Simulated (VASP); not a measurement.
# Se (P3_121) in VASP: further runs, part 2 of 2

VASP 6.6.1.

**3. Relaxation of cell and atoms, PBEsol**

This run uses another cell than the first one, of 27.26 Å³/atom, 1.129 times its volume.

INCAR

```
ALGO = Normal
EDIFF = 1E-7
EDIFFG = -0.01
ENCUT = 600
GGA = PS
IBRION = 2
ISIF = 3
ISMEAR = 1
LASPH = True
LCHARG = False
LREAL = False
LWAVE = False
NELM = 100
NSW = 80
PREC = Accurate
SIGMA = 0.05
```

KPOINTS

```
k-points
0
Gamma
  6 6 5
```

POSCAR

```
Se
1.0
    4.3662000000      0.0000000000      0.0000000000
   -2.1831000000      3.7812400000      0.0000000000
    0.0000000000      0.0000000000      4.9536000000
Se
3
Direct
    0.2254000000      0.0000000000      0.3333333333
    0.0000000000      0.2254000000      0.6666666667
    0.7746000000      0.7746000000      0.0000000000
```

Potentials or basis: VASP PAW PBE potentials, release 64 (Se).

Run with:

```bash
$ cat potpaw_PBE.64/Se/POTCAR > POTCAR
$ mpirun -np 1 vasp_std > vasp.out
```

OUTCAR:

```text
EDIFF = 1E-7
   EDIFFG = -0.01
   ENCUT = 600
   GGA = PS
   IBRION = 2
   ISIF = 3
   ISMEAR = 1
   LASPH = True
   LREAL = False
   NELM = 100
   NSW = 80
   PREC = Accurate

 ion  position               nearest neighbor table
   1  0.225  0.000  0.333-   3 2.37   2 2.37
   2  0.000  0.225  0.667-   3 2.37   1 2.37
   3  0.775  0.775  0.000-   2 2.37   1 2.37

  LATTYP: Found a hexagonal cell.
 ALAT       =     4.3662000000
 C/A-ratio  =     1.1345334616

  Lattice vectors:

 A1 = (   4.3662000000,   0.0000000000,   0.0000000000)
 A2 = (  -2.1831000000,   3.7812400000,   0.0000000000)
 A3 = (   0.0000000000,   0.0000000000,   4.9536000000)

Analysis of symmetry for initial positions (statically):
=====================================================================
 Subroutine PRICEL returns:
 Original cell was already a primitive cell.

 Routine SETGRP: Setting up the symmetry group for a
 hexagonal supercell.

 Subroutine GETGRP returns: Found  6 space group operations
 (whereof  2 operations were pure point group operations)
 out of a pool of 24 trial point group operations.

The static configuration has the point symmetry C_2 .
 The point group associated with its full space group is D_3 .

Analysis of symmetry for dynamics (positions and initial velocities):
=====================================================================
 Subroutine PRICEL returns:
 Original cell was already a primitive cell.

 Routine SETGRP: Setting up the symmetry group for a
 hexagonal supercell.

 Subroutine GETGRP returns: Found  6 space group operations
 (whereof  2 operations were pure point group operations)
 out of a pool of 24 trial point group operations.

The dynamic configuration has the point symmetry C_2 .
 The point group associated with its full space group is D_3 .

 Subroutine INISYM returns: Found  6 space group operations
 (whereof  2 operations are pure point group operations),
 and found     1 'primitive' translations

[... 149 lines left out ...]

  FORCE on cell =-STRESS in cart. coord.  units (eV):
  Direction    XX          YY          ZZ          XY          YZ          ZX
  --------------------------------------------------------------------------------------
  -------------------------------------------------------------------------------------
  Total       -0.0751302     -0.0751302      0.7037700      0.0000000      0.0000000     -0.0000000
  in kB       -1.4718594     -1.4718593     13.7874056      0.0000000      0.0000000     -0.0000000
  external PRESSURE =       3.6145623 kB  Pullay stress =       0.0000000 kB
[... 92 lines left out ...]
  FREE ENERGIE OF THE ION-ELECTRON SYSTEM (eV)
  ---------------------------------------------------
  free  energy   TOTEN  =       -11.4958755400 eV

  energy  without entropy=      -11.4961395021  energy(sigma->0) =      -11.49596353

[... ionic steps 4 to 10 ...]

--------------------------------------- Ionic step       11  -------------------------------------------

 number of electron      17.9999999 magnetization

------------------------ aborting loop because EDIFF is reached ----------------------------------------
[... 69 lines left out ...]
--------------------------------------- Ionic step       13  -------------------------------------------

 number of electron      17.9999998 magnetization

 Free energy of the ion-electron system (eV)
  ---------------------------------------------------
  ext. energy  EPLUGINS =         0.00000000
  ---------------------------------------------------
  free energy    TOTEN  =       -11.55874244 eV

  energy without entropy =      -11.55903769  energy(sigma->0) =      -11.55884086

 E-fermi :   3.7162     XC(G=0):  -9.6827

 val. band max:        3.6862106491   @ k =   0.3333   0.3333   0.4000
 cond. band min:       4.5789896129   @ k =   0.0000   0.0000   0.4000
 fundamental gap:      0.8927789638
 Fermi energy:         3.7161806523

 k-point     1 :       0.0000    0.0000    0.0000
  band No.  band energies     occupation
      1     -12.3285      2.00000
      2      -8.2378      2.00000
      3      -8.2378      2.00000
      4       0.0474      2.00000
      5       0.2846      2.00000
      6       0.2846      2.00000
      7       1.8284      2.00000
      8       1.8284      2.00000
      9       3.1738      2.00000
     10       5.1523      0.00000
     11       5.1523      0.00000
     12       5.7590      0.00000
     13       9.9882      0.00000
[... 354 lines left out ...]
  band No.  band energies     occupation
      1     -11.1518      2.00000
      2     -10.3697      2.00000
      3      -6.8512      2.00000
      4      -1.7040      2.00000
      5      -0.8773      2.00000
      6      -0.2289      2.00000
      7       1.3588      2.00000
      8       2.5800      2.00000
      9       2.7146      2.00000
     10       4.9672      0.00000
     11       5.9621      0.00000
     12       6.5441      0.00000
     13       9.6139      0.00000

 [... further k-points ...]
[... 5 lines left out ...]
  --------------------------------------------------------------------------------------
  -------------------------------------------------------------------------------------
  Total       -0.0050816     -0.0050816     -0.0226372      0.0000000      0.0000000      0.0000000
  in kB       -0.1123604     -0.1123604     -0.5005398      0.0000000      0.0000000      0.0000000
  external PRESSURE =      -0.2417535 kB  Pullay stress =       0.0000000 kB
[... 18 lines left out ...]
  FREE ENERGIE OF THE ION-ELECTRON SYSTEM (eV)
  ---------------------------------------------------
  free  energy   TOTEN  =       -11.5587424386 eV

  energy  without entropy=      -11.5590376890  energy(sigma->0) =      -11.55884086

 reached required accuracy - stopping structural energy minimisation
```

OSZICAR:

```text
N       E                     dE             d eps       ncg     rms          rms(c)
DAV:   1     0.952160189874E+02    0.95216E+02   -0.80557E+03   702   0.130E+03
DAV:   2    -0.448237636134E+01   -0.99698E+02   -0.95426E+02   938   0.185E+02
DAV:   3    -0.115123704857E+02   -0.70300E+01   -0.69810E+01   852   0.563E+01
[... 115 lines left out ...]
DAV:   2    -0.115589121389E+02    0.42159E-03   -0.11476E-03   717   0.231E-01    0.641E-02
DAV:   3    -0.115587436761E+02    0.16846E-03   -0.46506E-04   767   0.123E-01    0.179E-02
DAV:   4    -0.115587423513E+02    0.13248E-05   -0.13558E-05   827   0.252E-02    0.104E-02
DAV:   5    -0.115587423856E+02   -0.34325E-07   -0.14118E-06   822   0.841E-03    0.268E-03
DAV:   6    -0.115587424386E+02   -0.53012E-07   -0.12586E-07   403   0.258E-03
  13 F= -.11558742E+02 E0= -.11558841E+02  d E =-.217406E-03
```

It took 2 min on 1 thread of Intel Xeon 6975P-C (Granite Rapids), shared host; peak memory 0.23 GiB.

Results:

| Item | Value |
| --- | --- |
| Free energy | -11.5587 eV |
| Relaxed volume | 24.15 Å³/atom |
| Relaxed cell | a = 4.040 Å, b = 4.040 Å, c = 5.127 Å, α = 90.00°, β = 90.00°, γ = 120.00° |
| Space group after relaxing (to 0.05 Å) | P3_121 (No. 152) |
| Energy gained by relaxing | 24.3 meV/atom |
| Ionic steps | 13 |
| Pressure after relaxing | 0.0 GPa |
| Band gap on the k mesh | 0.89 eV, indirect (least direct gap 0.97 eV) |

Step by step:
```
step  energy change (eV)  largest force (eV/Å)  pressure (GPa)  volume (Å³)
   1              0.0000                0.3310            0.36        81.78
   2             -0.0096                0.0112           -1.32        82.51
   3             -0.0099                0.0381           -1.07        82.40
   4             -0.0234                0.0443           -0.97        80.96
   5             -0.0562                0.0810           -0.36        76.70
   6             -0.0480                0.1911            2.73        68.44
   7             -0.0681                0.1476            0.64        73.37
   8             -0.0685                0.1585            0.97        72.38
   9             -0.0724                0.0121            0.04        71.93
  10             -0.0726                0.0133            0.19        72.00
  11             -0.0726                0.0106            0.17        71.99
  12             -0.0727                0.0049            0.07        72.23
  13             -0.0728                0.0005           -0.02        72.46
```

Final structure:
```
Se
1.0
     4.03955    0.00000    0.00000
    -2.01978    3.49835    0.00000
     0.00000    0.00000    5.12741
Se
3
Direct
  0.24911 0.00000 0.33333
  0.00000 0.24911 0.66667
  0.75089 0.75089 0.00000
```

Levels at points of the mesh, in eV from the valence-band top:
```
           k point  band 6  band 7  band 8  band 9  band 10  band 11  band 12  band 13
(0.00, 0.00, 0.00)   -3.40   -1.86   -1.86   -0.51     1.47     1.47     2.07     6.30
(0.50, 0.00, 0.00)   -3.82   -3.62   -1.43   -0.94     1.44     1.69     4.29     4.34
```

Caveat: the PAW data sets were made with another functional, which shifts forces and pressure a little; the volume moved by -11 % from the deposited cell, more than functionals usually miss.
